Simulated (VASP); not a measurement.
# In: single point with LDA

The system is In, a slab with vacuum.

```
CELL_PARAMETERS angstrom
3.33927 0.00000 0.00000
-1.66964 2.89190 0.00000
0.00000 0.00000 23.20746
ATOMIC_POSITIONS crystal
In 0.66667 0.33333 0.32317
In 0.33333 0.66667 0.44131
In 0.66667 0.33333 0.55869
In 0.33333 0.66667 0.67683
```

```
Program             : VASP 6.6.1
Task                : single point
Functional          : LDA
Potentials or basis : VASP PAW LDA potentials, release 64 (In_d)
Cutoff              : 520 eV
k mesh              : 9 × 9 × 1
Occupations         : fermi-dirac, width 0.05 eV
Spin                : no spin polarisation
```

| Quantity | Value |
| --- | --- |
| Largest force | 0.170 eV/Å |
| Band gap on the k mesh | zero (bands 26 and 27 overlap by 1.97 eV) |

Forces in eV/Å, atoms in the order of the input:
```
In   0.000  0.000  0.170
In   0.000  0.000  0.103
In   0.000  0.000 -0.103
In   0.000  0.000 -0.170
```

Levels at points of the mesh, in eV from the Fermi level:
```
           k point  band 23  band 24  band 25  band 26  band 27  band 28  band 29  band 30
(0.00, 0.00, 0.00)    -7.17    -5.47    -2.48    -0.19     2.22     3.70     3.98     5.51
```

Wall time 3.4 min on 1 thread of Intel(R) Xeon(R) Platinum 8259CL CPU @ 2.50GHz (Skylake/Cascade Lake), on a shared host, peak memory 0.31 GiB.

Caveat: there is no dipole correction, which matters where the two faces differ; spin-orbit coupling is left out, which moves the levels of the heavy elements.
